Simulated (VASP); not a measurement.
A run of VASP 6.6.1 is set up as follows.

File INCAR:

```
ALGO = Normal
EDIFF = 1E-6
ENCUT = 520
GGA = PE
ISIF = 2
ISMEAR = 0
LASPH = True
LCHARG = False
LREAL = Auto
LWAVE = False
NBANDS = 68
NELM = 80
PREC = Accurate
SIGMA = 0.05
```

KPOINTS

```
k-points
0
Gamma
  3 3 3
```

File POSCAR:

```
Al
1.0
    8.1000000000      0.0000000000      0.0000000000
    0.0000000000      8.1000000000      0.0000000000
    0.0000000000      0.0000000000      8.1000000000
Al
31
Direct
    0.5000000000      0.0000000000      0.0000000000
    0.7476223723      0.2523776277      0.0000000000
    0.7513029202      0.0000000000      0.2513029202
    0.0000000000      0.0000000000      0.0000000000
    0.2523776277      0.2523776277      0.0000000000
    0.7476223723      0.7476223723      0.0000000000
    0.2486970798      0.0000000000      0.2513029202
    0.5000000000      0.2523776277      0.2476223723
    0.7476223723      0.5000000000      0.2476223723
    0.5000000000      0.0000000000      0.5000000000
    0.7513029202      0.2486970798      0.5000000000
    0.7513029202      0.0000000000      0.7486970798
    0.0000000000      0.5000000000      0.0000000000
    0.2523776277      0.7476223723      0.0000000000
    0.0000000000      0.2486970798      0.2513029202
    0.2523776277      0.5000000000      0.2476223723
    0.5000000000      0.7476223723      0.2476223723
    0.0000000000      0.0000000000      0.5000000000
    0.2486970798      0.2486970798      0.5000000000
    0.5000000000      0.5000000000      0.5000000000
    0.7513029202      0.7513029202      0.5000000000
    0.2486970798      0.0000000000      0.7486970798
    0.5000000000      0.2523776277      0.7523776277
    0.7476223723      0.5000000000      0.7523776277
    0.0000000000      0.7513029202      0.2513029202
    0.0000000000      0.5000000000      0.5000000000
    0.2486970798      0.7513029202      0.5000000000
    0.0000000000      0.2486970798      0.7486970798
    0.2523776277      0.5000000000      0.7523776277
    0.5000000000      0.7476223723      0.7523776277
    0.0000000000      0.7513029202      0.7486970798
```

Potentials or basis: VASP PAW PBE potentials, release 64 (Al).

Run with:

```bash
$ cat potpaw_PBE.64/Al/POTCAR > POTCAR
$ mpirun -np 1 vasp_std > vasp.out
```

Task: What does it give for the pressure?

Result: -1.1 GPa.

Task: Predict the largest force.

Result: 0.033 eV/Å.

Forces on the atoms (eV/Å):
```
Al   0.000  0.000  0.000
Al   0.020 -0.020  0.000
Al  -0.023  0.000 -0.023
Al   0.000  0.000  0.000
Al  -0.020 -0.020  0.000
Al   0.020  0.020  0.000
Al   0.023  0.000 -0.023
Al   0.000 -0.020  0.020
Al   0.020  0.000  0.020
Al   0.000  0.000  0.000
Al  -0.023  0.023  0.000
Al  -0.023  0.000  0.023
Al   0.000  0.000  0.000
Al  -0.020  0.020  0.000
Al   0.000  0.023 -0.023
Al  -0.020  0.000  0.020
Al   0.000  0.020  0.020
Al   0.000  0.000  0.000
Al   0.023  0.023  0.000
Al   0.000  0.000  0.000
Al  -0.023 -0.023  0.000
Al   0.023  0.000  0.023
Al   0.000 -0.020 -0.020
Al   0.020  0.000 -0.020
Al   0.000 -0.023 -0.023
Al   0.000  0.000  0.000
Al   0.023 -0.023  0.000
Al   0.000  0.023  0.023
Al  -0.020  0.000 -0.020
Al   0.000  0.020 -0.020
Al   0.000 -0.023  0.023
```
